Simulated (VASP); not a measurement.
Set up this calculation in VASP 6.6.1, as the native input.

- Task: single point
- Functional: PBE
- Dispersion: D3(BJ)
- Potentials or basis: VASP PAW PBE potentials, release 64 (C, H, N)
- Cutoff: 520 eV
- k mesh: 1 × 1 × 1
- Occupations: fermi-dirac, width 0.05 eV
- Spin: no spin polarisation
- Dipole correction: no
- Further INCAR settings: LREAL = Auto; ALGO = Normal; EDIFF = 1e-07; NBANDS = 66

The structure of H7C4N lies in POSCAR:

```
H7C4N
1.0
    7.9738730000      0.0000000000      0.0000000000
    0.0000000000      7.9738730000      0.0000000000
    0.0000000000      0.0000000000      7.9738730000
C H N
12 21 3
Direct
    0.2312958520      0.6307842303      0.7851364941
    0.2431145008      0.7977487594      0.7731894637
    0.8643087575      0.7628406691      0.0739088331
    0.9467736229      0.8794289813      0.1607403074
    0.5621777232      0.1578311017      1.0190866359
    0.6682891527      0.2812890113      0.9803899946
    0.3639802400      0.1721288731      0.4566990862
    0.2680812081      0.1951855265      0.6095885286
    0.4096757223      0.6169484270      0.2056940611
    0.2541717055      0.5247839544      0.2250586861
    0.8443425046      1.0253493976      0.6252360057
    0.7166858094      0.9052500005      0.5776418229
    0.1395564544      0.5681472948      0.8663034610
    0.3139563233      0.5488681432      0.7134094941
    0.1613661094      0.8817199159      0.8437274981
    0.3370592660      0.8562982426      0.6917415953
    0.8791433903      0.6301707547      0.1028890285
    0.7801576892      0.7954980812     -0.0290195094
    1.0304168754      0.8441055875      0.2631757781
    0.9349098030      1.0129765635      0.1335178011
    0.5985808894      0.0569418862      1.1039844587
    0.4359198162      0.1525897914      0.9668273044
    0.7950513777      0.2877381570      1.0314530214
    0.6326164282      0.3815470615      0.8943353766
    0.2820849261      0.1884774065      0.3473963065
    0.4645061214      0.2659621581      0.4484999301
    0.4205022314      0.0465453910      0.4549465041
    0.5082649972      0.5312307895      0.1619129465
    0.3933007905      0.7154744200      0.1108790030
    0.4496574214      0.6729806645      0.3250913613
    0.9544614448      1.0120283523      0.5441201340
    0.7961164265      1.1538125503      0.6138691779
    0.8839790920      1.0061503725      0.7553786438
    0.1902976951      0.2106272888      0.7319727128
    0.1307598332      0.4485950349      0.2400450457
    0.6128597988      0.8110171599      0.5377688071
```

These files were run (other wordings do the same):

INCAR

```
ALGO = Normal
EDIFF = 1E-7
ENCUT = 520
GGA = PE
ISIF = 2
ISMEAR = -1
IVDW = 12
LASPH = T
LCHARG = F
LREAL = Auto
LWAVE = F
NBANDS = 66
NELM = 60
PREC = Accurate
SIGMA = 0.05
```

KPOINTS

```
k-points
0
Gamma
  1 1 1
```

Potentials or basis: VASP PAW PBE potentials, release 64 (C, H, N).

The run is started by

```console
$ cat potpaw_PBE.64/C/POTCAR potpaw_PBE.64/H/POTCAR potpaw_PBE.64/N/POTCAR > POTCAR
$ mpirun -np 1 vasp_gam > vasp.out
```

Results of the run:

The pressure is -0.1 GPa, the largest force is 0.403 eV/Å and the band gap on the k mesh is 5.02 eV. The dispersion energy per atom is -0.040 eV.

Caveat: the k points lie up to 0.79 Å⁻¹ apart.

It took 55 s on 1 thread of Intel(R) Xeon(R) Platinum 8488C (Sapphire Rapids), with other jobs on the host, peak memory 0.47 GiB.
